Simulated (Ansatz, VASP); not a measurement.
**BaTe in VASP and in Ansatz**

Contents of INCAR:

```
PREC     = Accurate       # precision mode
ENCUT    = 520            # plane-wave cutoff, eV
EDIFF    = 1E-6           # SCF threshold, eV
ISMEAR   = 0              # smearing method
SIGMA    = 0.05           # smearing width, eV
LREAL    = False          # projectors in reciprocal space
LASPH    = True           # aspherical terms in the spheres
NELM     = 60             # most SCF steps
ALGO     = Normal         # electronic algorithm
ISIF     = 2              # what is computed and relaxed
LWAVE    = False          # write WAVECAR
LCHARG   = False          # write CHGCAR
NBANDS   = 15             # bands
```

The input KPOINTS:

```
regular mesh
0
Gamma
  6 6 6
```

POSCAR

```
BaTe
1.0
    4.4755893000      0.0000000000      0.0000000000
    0.0000000000      4.4755893000      0.0000000000
    0.0000000000      0.0000000000      4.3690276500
Ba Te
1 1
Direct
    0.0000000000      0.0000000000      0.0000000000
    0.5000000000      0.5000000000      0.5000000000
```

Input for Ansatz:

```yaml
crystal:
  lattice:
    - [4.4755893, 0.0, 0.0]
    - [0.0, 4.4755893, 0.0]
    - [0.0, 0.0, 4.36902765]
  atoms:
    - { symbol: Ba, position: [0.0, 0.0, 0.0] }
    - { symbol: Te, position: [0.5, 0.5, 0.5] }
basis:
  ecutwfc: 420
kpoints:
  mp_grid: { grid: [6, 6, 6] }
hamiltonian:
  xc: lda
scf:
  occupations: { method: gaussian, width: 0.05 }
output:
  forces: true
  stress: true
  eigenvalues: true
```

Change from the starting cell: strain +0.050 along x and y, +0.025 along z, atoms carried along.

Alike in both runs: task single point; functional LDA; k mesh 6 × 6 × 6; occupations gaussian, width 0.05 eV; no spin polarisation.

```csv
,VASP,Ansatz
version,VASP 6.6.1,Ansatz 0.2.0
potentials or method,"VASP PAW LDA potentials, release 64 (Ba_sv, Te), cutoff 520 eV","scalar-relativistic, plane waves, PAW"
valence electrons in the cell,16,26
```

|  | VASP | Ansatz | Ansatz less VASP |
| --- | --- | --- | --- |
| gap on the k mesh at the Fermi level (eV) | 0.74 | 0.81 | +0.069 |
| least direct gap on the mesh (eV) | 0.74 | 0.81 | +0.069 |
| pressure (GPa) | -5.2 | -5.5 | -0.30 |
| traceless stress, the component that is largest in VASP (GPa) | 1.00 | 0.99 | -0.001 |

LDA's correlation is that of Perdew and Zunger in VASP and of Perdew and Wang (1992) in Ansatz. VASP's potentials hold 16 valence electrons a cell and Ansatz's 26, so a difference there can come from the potentials and not from the codes.

Spin-orbit coupling is off throughout.
